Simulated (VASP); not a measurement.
# InO3 (ReO3 type) (Pm-3m) in VASP: a series of runs

InO3 (ReO3 type) is run at these levels: PBE; tasks: single point.

Everything below comes from runs of VASP 6.6.1. Logs are shortened: lines on timing, memory, paths and dates and some standing lists are left out, and cuts for length are marked.

**1. The cell of the first run**

Symmetry: Pm-3m, No. 221, cubic system. The conventional cell has a = 4.127 Å, b = 4.127 Å, c = 4.127 Å, α = 90.00°, β = 90.00°, γ = 90.00°. In (site symmetry m-3m) has 6 O at 2.06 Å within 2.7 Å. O (site symmetry 4/mmm) has 2 In at 2.06 Å within 2.7 Å.

**2. Single point, PBE**

INCAR

```
  PREC = Accurate
  ENCUT = 520
  EDIFF = 1E-6
  ISMEAR = -1
  SIGMA = 0.06122561905347299
  LREAL = False
  LASPH = True
  NELM = 80
  ALGO = Normal
  ISIF = 2
  LWAVE = False
  LCHARG = False
  GGA = PE
  NBANDS = 24
```

KPOINTS

```
regular mesh
0
Gamma
  13 13 13
```

POSCAR

```
InO3
1.0
    4.1265418114      0.0000000000      0.0000000000
    0.0000000000      4.1265418114      0.0000000000
    0.0000000000      0.0000000000      4.1265418114
In O
1 3
Direct
    0.0000000000      0.0000000000      0.0000000000
    0.5000000000      0.0000000000      0.0000000000
    0.0000000000      0.5000000000      0.0000000000
    0.0000000000      0.0000000000      0.5000000000
```

Potentials or basis: VASP PAW PBE potentials, release 64 (In_d, O).

The run is started by

```sh
> cat potpaw_PBE.64/In_d/POTCAR potpaw_PBE.64/O/POTCAR > POTCAR
> mpirun -np 1 vasp_std > vasp.out
```

OUTCAR:

```text
PREC = Accurate
   ENCUT = 520
   EDIFF = 1E-6
   ISMEAR = -1
   LREAL = False
   LASPH = True
   NELM = 80
   ISIF = 2
   GGA = PE

 ion  position               nearest neighbor table
   1  0.000  0.000  0.000-   2 2.06   3 2.06   4 2.06   4 2.06   3 2.06   2 2.06
   2  0.500  0.000  0.000-   1 2.06   1 2.06
   3  0.000  0.500  0.000-   1 2.06   1 2.06
   4  0.000  0.000  0.500-   1 2.06   1 2.06

  LATTYP: Found a simple cubic cell.
 ALAT       =     4.1265418114

  Lattice vectors:

 A1 = (   4.1265418114,   0.0000000000,   0.0000000000)
 A2 = (   0.0000000000,   4.1265418114,   0.0000000000)
 A3 = (   0.0000000000,   0.0000000000,   4.1265418114)

Analysis of symmetry for initial positions (statically):
=====================================================================
 Subroutine PRICEL returns:
 Original cell was already a primitive cell.

 Routine SETGRP: Setting up the symmetry group for a
 simple cubic supercell.

 Subroutine GETGRP returns: Found 48 space group operations
 (whereof 48 operations were pure point group operations)
 out of a pool of 48 trial point group operations.

The static configuration has the point symmetry O_h .

Analysis of symmetry for dynamics (positions and initial velocities):
=====================================================================
 Subroutine PRICEL returns:
 Original cell was already a primitive cell.

 Routine SETGRP: Setting up the symmetry group for a
 simple cubic supercell.

 Subroutine GETGRP returns: Found 48 space group operations
 (whereof 48 operations were pure point group operations)
 out of a pool of 48 trial point group operations.

The dynamic configuration has the point symmetry O_h .

 Subroutine INISYM returns: Found 48 space group operations
 (whereof 48 operations are pure point group operations),
 and found     1 'primitive' translations

----------------------------------------------------------------------------------------

                                     Primitive cell

  volume of cell :      70.2682

  direct lattice vectors                    reciprocal lattice vectors
     4.126541811  0.000000000  0.000000000     0.242333665  0.000000000  0.000000000
     0.000000000  4.126541811  0.000000000     0.000000000  0.242333665  0.000000000
     0.000000000  0.000000000  4.126541811     0.000000000  0.000000000  0.242333665

  length of vectors
     4.126541811  4.126541811  4.126541811     0.242333665  0.242333665  0.242333665

  position of ions in fractional coordinates (direct lattice)
     0.000000000  0.000000000  0.000000000
     0.500000000  0.000000000  0.000000000
     0.000000000  0.500000000  0.000000000
     0.000000000  0.000000000  0.500000000

  ion indices of the primitive-cell ions
   primitive index   ion index
                 1           1
                 2           2
                 3           3
                 4           4

----------------------------------------------------------------------------------------

 KPOINTS: regular mesh

Automatic generation of k-mesh.
 Grid dimensions read from file:
 generate k-points for:   13   13   13

 Generating k-lattice:

  Cartesian coordinates                     Fractional coordinates (reciprocal lattice)
     0.018641051  0.000000000  0.000000000     0.076923077  0.000000000  0.000000000
     0.000000000  0.018641051  0.000000000     0.000000000  0.076923077  0.000000000
     0.000000000  0.000000000  0.018641051     0.000000000  0.000000000  0.076923077

  Length of vectors
     0.018641051  0.018641051  0.018641051

  Shift w.r.t. Gamma in fractional coordinates (k-lattice)
     0.000000000  0.000000000  0.000000000

 Subroutine IBZKPT returns following result:
 ===========================================

 Found     84 irreducible k-points:

 Following reciprocal coordinates:
            Coordinates               Weight
  0.000000  0.000000  0.000000      1.000000
  0.076923  0.000000  0.000000      6.000000
  0.153846  0.000000  0.000000      6.000000
  0.230769  0.000000  0.000000      6.000000
  0.307692  0.000000  0.000000      6.000000
  0.384615  0.000000  0.000000      6.000000
[... 16 lines left out ...]
  0.307692  0.307692  0.000000     12.000000
  0.384615  0.307692  0.000000     24.000000
 [... further k-points ...]
   k-points           NKPTS =     84   k-points in BZ     NKDIM =     84   number of bands    NBANDS=     24
   number of dos      NEDOS =    301   number of ions     NIONS =      4
   total plane-waves  NPLWV =  32768
   dimension x,y,z NGX =    32 NGY =   32 NGZ =   32
   dimension x,y,z NGXF=    64 NGYF=   64 NGZF=   64
   ions per type =               1   3
   NGX,Y,Z   is equivalent  to a cutoff of  12.89, 12.89, 12.89 a.u.
   NGXF,Y,Z  is equivalent  to a cutoff of  25.78, 25.78, 25.78 a.u.
 SYSTEM =  unknown system
   PREC   = accura    normal or accurate (medium, high low for compatibility)
   ISTART =      0    job   : 0-new  1-cont  2-samecut
   ICHARG =      2    charge: 1-file 2-atom 10-const
   ISPIN  =      1    spin polarized calculation?
   LNONCOLLINEAR =      F non collinear calculations
   LSORBIT =      F    spin-orbit coupling
   LASPH  =      T    aspherical Exc in radial PAW
   ENCUT  =  520.0 eV  38.22 Ry    6.18 a.u.   7.67  7.67  7.67*2*pi/ulx,y,z
   NELM   =     80;   NELMIN=  2; NELMDL= -5     # of ELM steps
   EDIFF  = 0.1E-05   stopping-criterion for ELM
   LREAL  =      F    real-space projection
   EDIFFG = 0.1E-04   stopping-criterion for IOM
   NSW    =      0    number of steps for IOM
   IBRION =     -1    ionic relax: 0-MD 1-quasi-New 2-CG
   NFREE  =      0    steps in history (QN), initial steepest desc. (CG)
   ISIF   =      2    stress and relaxation
   ISYM   =      2    0-nonsym 1-usesym 2-fastsym
   POTIM  = 0.5000    time-step for ionic-motion
   TEBEG  =    0.0;   TEEND  =   0.0 temperature during run
   PSTRESS=    0.0 pullay stress
   NELECT =      31.0000    total number of electrons
   NUPDOWN=      -1.0000    fix difference up-down
   EMIN   =  10.00;   EMAX   =-10.00  energy-range for DOS
   EFERMI =   0.00;   METHOD = LEGACY
   ISMEAR =    -1;   SIGMA  =   0.06  broadening in eV -4-tet -1-fermi 0-gaus
   EFERMI_NEDOS =   21; number of points for ismear=-14 and -15
   IALGO  =     38    algorithm
   IMIX   =      4    mixing-type and parameters
     AMIX     =   0.40;   BMIX     =  1.00
     AMIX_MAG =   1.60;   BMIX_MAG =  1.00
  volume/ion in A,a.u.               =      17.57       118.55
  Fermi-wavevector in a.u.,A,eV,Ry     =   1.246261  2.355093 21.132127  1.553167
  Thomas-Fermi vector in A             =   2.380447
   LORBIT       =      0    0 simple, 1 ext, 2 COOP (PROOUT), +10 PAW based schemes
   GGA     = PE    functional components
   LHFCALC =     F    Hartree Fock is set to
   AEXX    =    0.0000 exact exchange contribution
   IVDW    =     0    specifies the selected vdW correction
   LEPSILON=     F    determine dielectric tensor
   LRPA    =     F    only Hartree local field effects (RPA)
 non-spin polarized calculation
  energy-cutoff  :      520.00
  volume of cell :       70.27
 maximum number of plane-waves:      1908
 NGX is ok and might be reduce to    32
   NGX = 15   NGY = 15   NGZ = 15

 number of electron      31.0000003 magnetization

 Free energy of the ion-electron system (eV)
  ---------------------------------------------------
  ext. energy  EPLUGINS =         0.00000000
  ---------------------------------------------------
  free energy    TOTEN  =       -16.15356951 eV

  energy without entropy =      -16.05471222  energy(sigma->0) =      -16.10414086

 E-fermi :  -0.8840     XC(G=0):  -8.4057

 val. band max:       -0.8928430690   @ k =   0.3846   0.3846   0.3846
 cond. band min:      -0.8814458714   @ k =   0.3846   0.3077   0.0769
 fundamental gap:      0.0113971977
 Fermi energy:        -0.8840052904

 k-point     1 :       0.0000    0.0000    0.0000
  band No.  band energies     occupation
      1     -17.9031      2.00000
      2     -17.4637      2.00000
      3     -17.4637      2.00000
      4     -12.4011      2.00000
      5     -12.4011      2.00000
      6     -12.4011      2.00000
[... 16 lines left out ...]
     23      13.7977      0.00000
     24      13.7977      0.00000

 k-point     2 :       0.0769    0.0000    0.0000
  band No.  band energies     occupation
      1     -17.8875      2.00000
      2     -17.4632      2.00000
      3     -17.4468      2.00000
      4     -12.4046      2.00000
      5     -12.4046      2.00000
      6     -12.4011      2.00000
[... 16 lines left out ...]
     23      13.7813      0.00000
     24      14.2567      0.00000

 k-point     3 :       0.1538    0.0000    0.0000
  band No.  band energies     occupation
      1     -17.8473      2.00000
      2     -17.4618      2.00000
      3     -17.3919      2.00000
      4     -12.4142      2.00000
      5     -12.4142      2.00000
      6     -12.4009      2.00000
[... 16 lines left out ...]
     23      13.7778      0.00000
     24      14.7687      0.00000

 k-point     4 :       0.2308    0.0000    0.0000
  band No.  band energies     occupation
      1     -17.8023      2.00000
      2     -17.4600      2.00000
      3     -17.2931      2.00000
      4     -12.4277      2.00000
      5     -12.4277      2.00000
      6     -12.4006      2.00000
[... 16 lines left out ...]
     23      14.0794      0.00000
     24      15.0381      0.00000

 k-point     5 :       0.3077    0.0000    0.0000
  band No.  band energies     occupation
      1     -17.7675      2.00000
      2     -17.4581      2.00000
      3     -17.1595      2.00000
      4     -12.4420      2.00000
      5     -12.4420      2.00000
      6     -12.4003      2.00000
[... 451 lines left out ...]
 k-point    22 :       0.4615    0.2308    0.0000
  band No.  band energies     occupation
      1     -17.6276      2.00000
      2     -17.2938      2.00000
      3     -16.9313      2.00000
      4     -12.8013      2.00000
      5     -12.4902      2.00000
      6     -12.4595      2.00000
[... 16 lines left out ...]
     23      13.3210      0.00000
     24      14.4374      0.00000

 k-point    23 :       0.3077    0.3077    0.0000
  band No.  band energies     occupation
      1     -17.6239      2.00000
      2     -17.1882      2.00000
      3     -17.1239      2.00000
      4     -12.5356      2.00000
      5     -12.4864      2.00000
      6     -12.4412      2.00000
[... 16 lines left out ...]
     23      13.1863      0.00000
     24      14.4949      0.00000

 k-point    24 :       0.3846    0.3077    0.0000
  band No.  band energies     occupation
      1     -17.6080      2.00000
      2     -17.1572      2.00000
      3     -17.0130      2.00000
      4     -12.7594      2.00000
      5     -12.4992      2.00000
      6     -12.4526      2.00000
[... 16 lines left out ...]
     23      13.3759      0.00000
     24      14.4329      0.00000

 [... further k-points ...]

------------------------ aborting loop because EDIFF is reached ----------------------------------------

  FORCE on cell =-STRESS in cart. coord.  units (eV):
  Direction    XX          YY          ZZ          XY          YZ          ZX
  --------------------------------------------------------------------------------------
  -------------------------------------------------------------------------------------
  Total        2.1159317      2.1159317      2.1159317      0.0000000      0.0000000     -0.0000000
  in kB       48.2451306     48.2451306     48.2451306      0.0000000      0.0000000     -0.0000000
  external PRESSURE =      48.2451306 kB  Pullay stress =       0.0000000 kB

 VOLUME and BASIS-vectors are now :
 -----------------------------------------------------------------------------
  energy-cutoff  :      520.00
  volume of cell :       70.27
      direct lattice vectors                 reciprocal lattice vectors
     4.126541811  0.000000000  0.000000000     0.242333665  0.000000000  0.000000000
     0.000000000  4.126541811  0.000000000     0.000000000  0.242333665  0.000000000
     0.000000000  0.000000000  4.126541811     0.000000000  0.000000000  0.242333665

 POSITION                                       TOTAL-FORCE (eV/Angst)
 -----------------------------------------------------------------------------------
      0.00000      0.00000      0.00000         0.000000      0.000000      0.000000
      2.06327      0.00000      0.00000         0.000000      0.000000      0.000000
      0.00000      2.06327      0.00000         0.000000      0.000000      0.000000
      0.00000      0.00000      2.06327         0.000000      0.000000      0.000000
 -----------------------------------------------------------------------------------
    total drift:                                0.000000      0.000000     -0.000000

  FREE ENERGIE OF THE ION-ELECTRON SYSTEM (eV)
  ---------------------------------------------------
  free  energy   TOTEN  =       -16.1535695061 eV

  energy  without entropy=      -16.0547122202  energy(sigma->0) =      -16.10414086
```

Wall time 35 s (1 thread of Intel Xeon 6975P-C (Granite Rapids), shared host); peak memory 0.24 GiB.

What came out:

- Free energy: -16.1536 eV
- Pressure: 4.8 GPa

Levels at points of the mesh, in eV from the Fermi level:
```
           k point  band 14  band 15  band 16  band 17  band 18  band 19
(0.00, 0.00, 0.00)    -0.30    -0.28    -0.28    -0.28     4.46     8.76
```

Caveat: spin-orbit coupling is left out, which moves the levels of the heavy elements; an odd number of electrons without spin polarisation forces a metal; a magnetic or distorted state may lie lower.

**3. Single point, PBE**

This run uses another cell than the first one, of 17.94 Å³/atom, 1.021 times its volume.

INCAR

```
PREC = Accurate ; ENCUT = 520
EDIFF = 1E-7 ; ISMEAR = -1
SIGMA = 0.06122561905347299 ; LREAL = False
LASPH = True ; NELM = 100
ALGO = Normal ; ISIF = 2
LWAVE = False ; LCHARG = False
GGA = PE ; NBANDS = 24
```

KPOINTS

```
Automatic mesh
0
Gamma
  13 13 13
```

POSCAR

```
InO3
1.0
    4.1556029224      0.0000000000      0.0000000000
    0.0000000000      4.1556029224      0.0000000000
    0.0000000000      0.0000000000      4.1556029224
In O
1 3
Direct
    0.0000000000      0.0000000000      0.0000000000
    0.5000000000      0.0000000000      0.0000000000
    0.0000000000      0.5000000000      0.0000000000
    0.0000000000      0.0000000000      0.5000000000
```

Potentials or basis: VASP PAW PBE potentials, release 64 (In_d, O).

The run is started by

```sh
> cat potpaw_PBE.64/In_d/POTCAR potpaw_PBE.64/O/POTCAR > POTCAR
> mpirun -np 1 vasp_std > vasp.out
```

It took 38 s on 1 thread of Intel Xeon 6975P-C (Granite Rapids), shared host; peak memory 0.25 GiB.

Results (log left out):

- Free energy: -16.1921 eV
- Pressure: 3.1 GPa

Levels at points of the mesh, in eV from the Fermi level:
| k point | band 12 | band 13 | band 14 | band 15 | band 16 | band 17 | band 18 | band 19 | band 20 | band 21 |
| --- | --- | --- | --- | --- | --- | --- | --- | --- | --- | --- |
| (0.00, 0.00, 0.00) | -0.29 | -0.29 | -0.29 | -0.27 | -0.27 | -0.27 | 4.25 | 8.72 | 14.31 | 14.31 |

Caveat: spin-orbit coupling is left out, which moves the levels of the heavy elements; an odd number of electrons without spin polarisation forces a metal; a magnetic or distorted state may lie lower.
